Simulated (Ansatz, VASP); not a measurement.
# Two plane-wave programs on HfO2

Contents of INCAR:

```
SYSTEM = HfO2
PREC = Accurate
ENCUT = 520
EDIFF = 1E-7
ISMEAR = 0
SIGMA = 0.05
LREAL = .False.
LASPH = .True.
NELM = 100
ALGO = Normal
ISIF = 2
LWAVE = .False.
LCHARG = .True.
GGA = PE
LELF = .True.
LVHAR = .True.
NBANDS = 18
```

KPOINTS

```
Automatic mesh
0
Gamma
  12 12 6
  0 0 0
```

Contents of POSCAR:

```
HfO2
1.0
    3.2522111955      0.0000000000      0.0000000000
   -1.6261055978      2.8164975138      0.0000000000
    0.0000000000      0.0000000000      5.6017024625
Hf O
1 2
Direct
    0.0000000000      0.0000000000      0.0000000000
    0.3688384241      0.7376768483      0.1731211689
    0.6666666667      0.3333333333      0.8268788311
```

Input for Ansatz:

```yaml
crystal:
  lattice:
    - [3.2522111955, 0.0, 0.0]
    - [-1.6261055978, 2.8164975138, 0.0]
    - [0.0, 0.0, 5.6017024625]
  atoms:
    - { symbol: Hf, position: [0.0, 0.0, 0.0] }
    - { symbol: O, position: [0.3688384241, 0.7376768483, 0.1731211689] }
    - { symbol: O, position: [0.6666666667, 0.3333333333, 0.8268788311] }
basis:
  ecutwfc: 420
  ecutrho_ratio: 4
kpoints:
  mp_grid: { grid: [12, 12, 6] }
hamiltonian:
  xc: pbe
scf:
  occupations: { method: gaussian, width: 0.05 }
output:
  forces: true
  stress: true
  eigenvalues: true
```

Alike in both runs: task single point; functional PBE; k mesh 12 × 12 × 6; occupations gaussian, width 0.05 eV; no spin polarisation.

```csv
,VASP,Ansatz
version,VASP 6.6.1,Ansatz 0.2.0
potentials or method,"VASP PAW PBE potentials, release 64 (Hf_pv, O), cutoff 520 eV","scalar-relativistic, plane waves, PAW"
valence electrons in the cell,22,38
```

|  | VASP | Ansatz | Ansatz less VASP |
| --- | --- | --- | --- |
| gap on the k mesh at the Fermi level (eV) | 4.62 | 4.61 | -0.010 |
| least direct gap on the mesh (eV) | 4.89 | 4.88 | -0.008 |
| pressure (GPa) | -0.1 | 1.8 | +1.97 |
| traceless stress, the component that is largest in VASP (GPa) | -7.84 | -7.94 | -0.103 |
| rms of the force components (eV/Å) | 0.651 | 0.672 | +0.0209 |

Atom by atom the forces differ by 0.092 eV/Å (rms over components). The functional is the same, so the differences come from potentials, cutoffs and numerics. VASP's potentials hold 22 valence electrons a cell and Ansatz's 38, so a difference there can come from the potentials and not from the codes.

Neither program's run includes spin-orbit coupling.
